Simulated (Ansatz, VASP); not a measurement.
# Cu: VASP beside Ansatz

Contents of INCAR:

```
SYSTEM = Cu
PREC = Accurate ; ENCUT = 520
EDIFF = 1E-6 ; ISMEAR = 0
SIGMA = 0.1 ; LREAL = .FALSE.
LASPH = .TRUE. ; NELM = 60
ALGO = Fast ; ISIF = 2
LWAVE = .FALSE. ; LCHARG = .FALSE.
GGA = PE ; NBANDS = 18
```

File KPOINTS:

```
regular mesh
0
G
  24 24 12
  0 0 0
```

Contents of POSCAR:

```
Cu
1.0
    2.5680103728      0.0000000000      0.0000000000
   -1.2840051864      2.2239622200      0.0000000000
    0.0000000000      0.0000000000      4.1935281576
Cu
2
Direct
    0.3333333333      0.6666666667      0.2500000000
    0.6666666667      0.3333333333      0.7500000000
```

Input for Ansatz:

```yaml
crystal:
  lattice:
    - [2.5680103728, 0.0, 0.0]
    - [-1.2840051864, 2.22396222, 0.0]
    - [0.0, 0.0, 4.1935281578]
  atoms:
    - { symbol: Cu, position: [0.3333333333, 0.6666666667, 0.25] }
    - { symbol: Cu, position: [0.6666666667, 0.3333333333, 0.75] }
basis:
  ecutwfc: 420
kpoints:
  mp_grid: { grid: [24, 24, 12] }
hamiltonian:
  xc: pbe
scf:
  occupations: { method: gaussian, width: 0.1 }
output:
  forces: true
  stress: true
  eigenvalues: true
```

Alike in both runs: task single point; functional PBE; k mesh 24 × 24 × 12; occupations gaussian, width 0.1 eV; no spin polarisation.

|  | VASP | Ansatz |
| --- | --- | --- |
| version | VASP 6.6.1 | Ansatz 0.2.0 |
| potentials or method | VASP PAW PBE potentials, release 64 (Cu), cutoff 520 eV | scalar-relativistic, plane waves, PAW |
| valence electrons in the cell | 22 | 38 |

```csv
,VASP,Ansatz,Ansatz less VASP
gap on the k mesh at the Fermi level (eV),none,none,-
pressure (GPa),1.2,-0.1,-1.27
"traceless stress, the component that is largest in VASP (GPa)",0.44,0.44,+0.002
```

A gap of «none» marks a metal or a gap that the smearing closes. The functional is the same, so the differences come from potentials, cutoffs and numerics. VASP's potentials hold 22 valence electrons a cell and Ansatz's 38, so a difference there can come from the potentials and not from the codes.
